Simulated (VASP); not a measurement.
# C (R-3m) in VASP: a series of runs

The runs below take C through single point, with r2SCAN.

All numbers are computed with VASP 6.6.1; they aren't measurements. Logs are shortened: lines on timing, memory, paths and dates and some standing lists are left out, and cuts for length are marked.

### 1 The cell of the first run

It takes space group R-3m (No. 166, trigonal). The conventional cell has a = 2.518 Å, b = 2.518 Å, c = 37.000 Å, α = 90.00°, β = 90.00°, γ = 120.00°. C (site symmetry 3m) has 4 C at 1.54 Å within 2.1 Å. Within 2.1 Å of C (site symmetry 3m) lie 5 C at 1.54 to 2.06 Å. Within 2.1 Å of C (site symmetry 3m) lie 4 C at 1.54 Å. C (site symmetry 3m) has 4 C at 1.54 Å within 2.1 Å. C (site symmetry 3m) has 4 C at 1.54 Å within 2.1 Å. C (site symmetry 3m) has 7 C at 1.54 to 2.12 Å within 2.2 Å.

### 2 Single point, r2SCAN

POSCAR

```
C
1.0
    1.7801417073     -1.7801417073      0.0000000000
    1.7801417073      0.0000000000     -1.7801417073
    8.3072092914      6.5272455983      6.5272455983
C
12
Direct
    0.5763868067      0.5763868067      0.2708666667
   -0.0347298600     -0.0347298600      0.1042000000
    0.1875034733      0.1875034733      0.4375333333
    0.4097368067      0.4097368067      0.7708666667
    0.7986201400      0.7986201400      0.6042000000
    0.0208534733      0.0208534733      0.9375333333
    0.5347243067      0.5347243067      0.3958666667
    0.9236076400      0.9236076400      0.2292000000
    0.1458409733      0.1458409733      0.5625333333
    0.3680743067      0.3680743067      0.8958666667
   -0.2430423600     -0.2430423600      0.7292000000
    0.3124909733      0.3124909733      0.0625333333
```

INCAR.step1

```
ALGO = Normal
EDIFF = 1E-4
ENCUT = 520
GGA = PE
ISMEAR = 0
LASPH = T
LCHARG = F
LREAL = F
LWAVE = T
NBANDS = 36
NELM = 80
PREC = Accurate
SIGMA = 0.05
```

INCAR.step2

```
ALGO = Normal
EDIFF = 1E-6
ENCUT = 520
ISIF = 2
ISMEAR = 0
ISTART = 1
LASPH = T
LCHARG = F
LMIXTAU = T
LREAL = F
LWAVE = F
METAGGA = R2SCAN
NBANDS = 36
NELM = 80
PREC = Accurate
SIGMA = 0.05
```

KPOINTS

```
k-points
0
Gamma
  10 10 2
```

Potentials or basis: VASP PAW PBE potentials, release 64 (C).

Started as:

```bash
cat potpaw_PBE.64/C/POTCAR > POTCAR
cp INCAR.step1 INCAR
mpirun -np 1 vasp_std > vasp.out
cp INCAR.step2 INCAR
mpirun -np 1 vasp_std > vasp.out
```

OUTCAR:

```text
EDIFF = 1E-6
   ENCUT = 520
   ISIF = 2
   ISMEAR = 0
   ISTART = 1
   LASPH = T
   LREAL = F
   METAGGA = R2SCAN
   NELM = 80
   PREC = Accurate

 ion  position               nearest neighbor table
   1  0.576  0.576  0.271-   8 1.54   7 1.54   8 1.54   8 1.54
   2  0.965  0.965  0.104-  12 1.54   8 1.54  12 1.54  12 1.54   6 2.06
   3  0.188  0.188  0.438-   7 1.54   7 1.54   9 1.54   7 1.54
   4  0.410  0.410  0.771-  11 1.54  10 1.54  11 1.54  11 1.54
   5  0.799  0.799  0.604-   9 1.54  11 1.54   9 1.54   9 1.54
   6  0.021  0.021  0.938-  10 1.54  10 1.54  10 1.54   2 2.06
   7  0.535  0.535  0.396-   3 1.54   3 1.54   1 1.54   3 1.54
   8  0.924  0.924  0.229-   1 1.54   2 1.54   1 1.54   1 1.54
   9  0.146  0.146  0.563-   5 1.54   3 1.54   5 1.54   5 1.54
  10  0.368  0.368  0.896-   6 1.54   6 1.54   4 1.54   6 1.54  12 2.06
  11  0.757  0.757  0.729-   4 1.54   5 1.54   4 1.54   4 1.54
  12  0.312  0.312  0.063-   2 1.54   2 1.54   2 1.54  10 2.06

  LATTYP: Found a trigonal (rhomboedric) cell.
 ALAT       =    12.4185182857
 COS(alpha) =     0.9794520407

  Lattice vectors:

 A1 = (   8.3072092914,   6.5272455983,   6.5272455983)
 A2 = (   6.5270675841,   8.3073873056,   6.5272455983)
 A3 = (   6.5270675841,   6.5272455983,   8.3073873056)

Analysis of symmetry for initial positions (statically):
=====================================================================
 Subroutine PRICEL returns:
 Original cell was already a primitive cell.

 Routine SETGRP: Setting up the symmetry group for a
 trigonal (rhombohedral) supercell.

 Subroutine GETGRP returns: Found  4 space group operations
 (whereof  2 operations were pure point group operations)
 out of a pool of 12 trial point group operations.

The static configuration has the point symmetry C_1h.
 The point group associated with its full space group is C_2h.

Analysis of symmetry for dynamics (positions and initial velocities):
=====================================================================
 Subroutine PRICEL returns:
 Original cell was already a primitive cell.

 Routine SETGRP: Setting up the symmetry group for a
 trigonal (rhombohedral) supercell.

 Subroutine GETGRP returns: Found  4 space group operations
 (whereof  2 operations were pure point group operations)
 out of a pool of 12 trial point group operations.

The dynamic configuration has the point symmetry C_1h.
 The point group associated with its full space group is C_2h.

 Subroutine INISYM returns: Found  4 space group operations
 (whereof  2 operations are pure point group operations),
 and found     1 'primitive' translations

----------------------------------------------------------------------------------------

                                     Primitive cell

  volume of cell :      67.6932

  direct lattice vectors                    reciprocal lattice vectors
     1.780141707 -1.780141707  0.000000000     0.171648320 -0.390104711  0.171648320
     1.780141707  0.000000000 -1.780141707     0.171648320  0.171648320 -0.390104711
     8.307209291  6.527245598  6.527245598     0.046812753  0.046812753  0.046812753

  length of vectors
     2.517500545  2.517500545 12.418518286     0.459464881  0.459464881  0.081082066

  position of ions in fractional coordinates (direct lattice)
     0.576386807  0.576386807  0.270866667
     0.965270140  0.965270140  0.104200000
     0.187503473  0.187503473  0.437533333
     0.409736807  0.409736807  0.770866667
     0.798620140  0.798620140  0.604200000
     0.020853473  0.020853473  0.937533333
     0.534724307  0.534724307  0.395866667
     0.923607640  0.923607640  0.229200000
     0.145840973  0.145840973  0.562533333
     0.368074307  0.368074307  0.895866667
     0.756957640  0.756957640  0.729200000
     0.312490973  0.312490973  0.062533333

  ion indices of the primitive-cell ions
   primitive index   ion index
                 1           1
                 2           2
                 3           3
                 4           4
                 5           5
                 6           6
                 7           7
                 8           8
                 9           9
                10          10
                11          11
                12          12

----------------------------------------------------------------------------------------

 KPOINTS: k-points

Automatic generation of k-mesh.
 Grid dimensions read from file:
 generate k-points for:   10   10    2

 Generating k-lattice:

  Cartesian coordinates                     Fractional coordinates (reciprocal lattice)
     0.017164832 -0.039010471  0.017164832     0.100000000  0.000000000  0.000000000
     0.017164832  0.017164832 -0.039010471     0.000000000  0.100000000  0.000000000
     0.023406376  0.023406376  0.023406376     0.000000000  0.000000000  0.500000000

  Length of vectors
     0.045946488  0.045946488  0.040541033

  Shift w.r.t. Gamma in fractional coordinates (k-lattice)
     0.000000000  0.000000000  0.000000000

 -----------------------------------------------------------------------------
|                                                                             |
|           W    W    AA    RRRRR   N    N  II  N    N   GGGG   !!!           |
|           W    W   A  A   R    R  NN   N  II  NN   N  G    G  !!!           |
|           W    W  A    A  R    R  N N  N  II  N N  N  G       !!!           |
|           W WW W  AAAAAA  RRRRR   N  N N  II  N  N N  G  GGG   !            |
|           WW  WW  A    A  R   R   N   NN  II  N   NN  G    G                |
|           W    W  A    A  R    R  N    N  II  N    N   GGGG   !!!           |
|                                                                             |
|     Your reciprocal lattice and k-lattice belong to different lattice       |
|     classes:                                                                |
|                                                                             |
|        The reciprocal lattice is rhombohedral (trigonal),                   |
|        whereas your k-lattice is base-centered monoclinic.                  |
|                                                                             |
|     Results are often still useful ...                                      |
|                                                                             |
 -----------------------------------------------------------------------------

 WARNING: IBZKPT: internal override: KBLOWUP is changed to .FALSE.
      ... skipping the blow-up phase ...

 Subroutine IBZKPT returns following result:
 ===========================================

 Found     62 irreducible k-points:

 Following reciprocal coordinates:
            Coordinates               Weight
  0.000000  0.000000  0.000000      1.000000
  0.100000  0.000000  0.000000      4.000000
  0.200000  0.000000  0.000000      4.000000
  0.300000  0.000000  0.000000      4.000000
  0.400000  0.000000 -0.000000      4.000000
  0.500000  0.000000  0.000000      2.000000
[... 16 lines left out ...]
  0.300000  0.300000  0.000000      2.000000
  0.400000  0.300000  0.000000      4.000000
 [... further k-points ...]
   k-points           NKPTS =     62   k-points in BZ     NKDIM =     62   number of bands    NBANDS=     36
   number of dos      NEDOS =    301   number of ions     NIONS =     12
   total plane-waves  NPLWV =  38400
   dimension x,y,z NGX =    20 NGY =   20 NGZ =   96
   dimension x,y,z NGXF=    40 NGYF=   40 NGZF=  192
   ions per type =              12
   NGX,Y,Z   is equivalent  to a cutoff of  13.21, 13.21, 12.85 a.u.
   NGXF,Y,Z  is equivalent  to a cutoff of  26.41, 26.41, 25.70 a.u.
 SYSTEM =  unknown system
   PREC   = accura    normal or accurate (medium, high low for compatibility)
   ISTART =      1    job   : 0-new  1-cont  2-samecut
   ICHARG =      0    charge: 1-file 2-atom 10-const
   ISPIN  =      1    spin polarized calculation?
   LNONCOLLINEAR =      F non collinear calculations
   LSORBIT =      F    spin-orbit coupling
   LASPH  =      T    aspherical Exc in radial PAW
   ENCUT  =  520.0 eV  38.22 Ry    6.18 a.u.   4.68  4.68 23.09*2*pi/ulx,y,z
   NELM   =     80;   NELMIN=  2; NELMDL=  0     # of ELM steps
   EDIFF  = 0.1E-05   stopping-criterion for ELM
   LREAL  =      F    real-space projection
[... 7 lines left out ...]
   TEBEG  =    0.0;   TEEND  =   0.0 temperature during run
   PSTRESS=    0.0 pullay stress
   NELECT =      48.0000    total number of electrons
   NUPDOWN=      -1.0000    fix difference up-down
   EMIN   =  10.00;   EMAX   =-10.00  energy-range for DOS
   EFERMI =   0.00;   METHOD = LEGACY
   ISMEAR =     0;   SIGMA  =   0.05  broadening in eV -4-tet -1-fermi 0-gaus
   EFERMI_NEDOS =   21; number of points for ismear=-14 and -15
   IALGO  =     38    algorithm
   IMIX   =      4    mixing-type and parameters
     AMIX     =   0.40;   BMIX     =  1.00
     AMIX_MAG =   1.60;   BMIX_MAG =  1.00
  volume/ion in A,a.u.               =       5.64        38.07
  Fermi-wavevector in a.u.,A,eV,Ry     =   1.459846  2.758708 28.996044  2.131149
  Thomas-Fermi vector in A             =   2.576365
   LORBIT       =      0    0 simple, 1 ext, 2 COOP (PROOUT), +10 PAW based schemes
   METAGGA = R2SCAN    functional components
   LHFCALC =     F    Hartree Fock is set to
   AEXX    =    0.0000 exact exchange contribution
   IVDW    =     0    specifies the selected vdW correction
   LEPSILON=     F    determine dielectric tensor
   LRPA    =     F    only Hartree local field effects (RPA)
 non-spin polarized calculation
 Gauss-broadening in eV      SIGMA  =   0.05
  energy-cutoff  :      520.00
  volume of cell :       67.69
 maximum number of plane-waves:      1846
   NGX =  9   NGY =  9   NGZ = 45

 number of electron      47.9999996 magnetization

 Free energy of the ion-electron system (eV)
  ---------------------------------------------------
  ext. energy  EPLUGINS =         0.00000000
  ---------------------------------------------------
  free energy    TOTEN  =      -111.54971788 eV

  energy without entropy =     -111.54833172  energy(sigma->0) =     -111.54902480

 E-fermi :  10.2135     XC(G=0): -14.3301

 val. band max:       10.1664918555   @ k =  -0.4000   0.2000   0.0000
 cond. band min:      10.2288581385   @ k =  -0.4000   0.2000   0.5000
 fundamental gap:      0.0623662830
 Fermi energy:        10.2135021441

 k-point     1 :       0.0000    0.0000    0.0000
  band No.  band energies     occupation
      1     -12.9790      2.00000
      2     -12.2244      2.00000
      3     -12.1087      2.00000
      4      -9.8512      2.00000
      5      -9.7548      2.00000
      6      -6.9967      2.00000
[... 28 lines left out ...]
     35      18.3805      0.00000
     36      18.4192      0.00000

 k-point     2 :       0.1000    0.0000    0.0000
  band No.  band energies     occupation
      1     -12.7198      2.00000
      2     -11.9879      2.00000
      3     -11.8306      2.00000
      4      -9.6664      2.00000
      5      -9.4401      2.00000
      6      -6.7739      2.00000
[... 28 lines left out ...]
     35      18.5737      0.00000
     36      18.5803      0.00000
[... 817 lines left out ...]
     35      20.1127      0.00000
     36      20.6208      0.00000

 k-point    24 :       0.4000    0.3000    0.0000
  band No.  band energies     occupation
      1      -9.6526      2.00000
      2      -9.2209      2.00000
      3      -8.5355      2.00000
      4      -7.2750      2.00000
      5      -6.0788      2.00000
      6      -4.3560      2.00000
[... 28 lines left out ...]
     35      19.7837      0.00000
     36      20.2475      0.00000

 [... further k-points ...]

------------------------ aborting loop because EDIFF is reached ----------------------------------------

  FORCE on cell =-STRESS in cart. coord.  units (eV):
  Direction    XX          YY          ZZ          XY          YZ          ZX
  --------------------------------------------------------------------------------------
  -------------------------------------------------------------------------------------
  Total        4.2448363      4.2633153      4.2633153      6.0828402      6.1295836      6.0828402
  in kB      100.4677223    100.9050871    100.9050871    143.9700043    145.0763373    143.9700048
  external PRESSURE =     100.7592988 kB  Pullay stress =       0.0000000 kB

 VOLUME and BASIS-vectors are now :
 -----------------------------------------------------------------------------
  energy-cutoff  :      520.00
  volume of cell :       67.69
      direct lattice vectors                 reciprocal lattice vectors
     1.780141707 -1.780141707  0.000000000     0.171648320 -0.390104711  0.171648320
     1.780141707  0.000000000 -1.780141707     0.171648320  0.171648320 -0.390104711
     8.307209291  6.527245598  6.527245598     0.046812753  0.046812753  0.046812753

 POSITION                                       TOTAL-FORCE (eV/Angst)
 -----------------------------------------------------------------------------------
      4.30225      0.74196      0.74196        -0.165022     -0.159800     -0.159800
      4.30225     -1.03818     -1.03818         0.238629      0.241543      0.241543
      4.30225      2.52210      2.52210        -0.092797     -0.087347     -0.087347
      7.86253      4.30225      4.30225        -0.701042     -0.696257     -0.696257
      7.86253      2.52210      2.52210        -0.102757     -0.097166     -0.097166
      7.86253      6.08239      6.08239        -3.354281     -3.356520     -3.356520
      5.19232      1.63203      1.63203         0.102757      0.097166      0.097166
      5.19232     -0.14811     -0.14811         0.701042      0.696257      0.696257
      5.19232      3.41218      3.41218         0.092797      0.087347      0.087347
      8.75260      5.19232      5.19232        -0.238629     -0.241543     -0.241543
      8.75260      3.41218      3.41218         0.165022      0.159800      0.159800
      1.63203     -0.14811     -0.14811         3.354281      3.356520      3.356520
 -----------------------------------------------------------------------------------
    total drift:                               -0.000015      0.000001      0.000001

  FREE ENERGIE OF THE ION-ELECTRON SYSTEM (eV)
  ---------------------------------------------------
  free  energy   TOTEN  =      -111.5497178768 eV

  energy  without entropy=     -111.5483317200  energy(sigma->0) =     -111.54902480
```

It took 5.6 min on 1 thread of Intel Xeon Platinum 8559C (Emerald Rapids), shared host; peak memory 0.24 GiB.

Results:

| Property | Result |
| --- | --- |
| Free energy | -111.5497 eV |
| Pressure | 10.1 GPa |
| Largest force | 5.812 eV/Å |
| Band gap on the k mesh | zero (bands 24 and 25 overlap by 0.65 eV) |

Forces on the atoms (eV/Å):
```
C   -0.165 -0.160 -0.160
C    0.239  0.242  0.242
C   -0.093 -0.087 -0.087
C   -0.701 -0.696 -0.696
C   -0.103 -0.097 -0.097
C   -3.354 -3.357 -3.357
C    0.103  0.097  0.097
C    0.701  0.696  0.696
C    0.093  0.087  0.087
C   -0.239 -0.242 -0.242
C    0.165  0.160  0.160
C    3.354  3.357  3.357
```

Stress tensor (GPa, compression positive):
```
10.05 14.40 14.40
14.40 10.09 14.51
14.40 14.51 10.09
```

Caveat: the cell stands under pressure; the PAW data sets were made with another functional, which shifts forces and pressure a little.

[end of part 1 of 2]
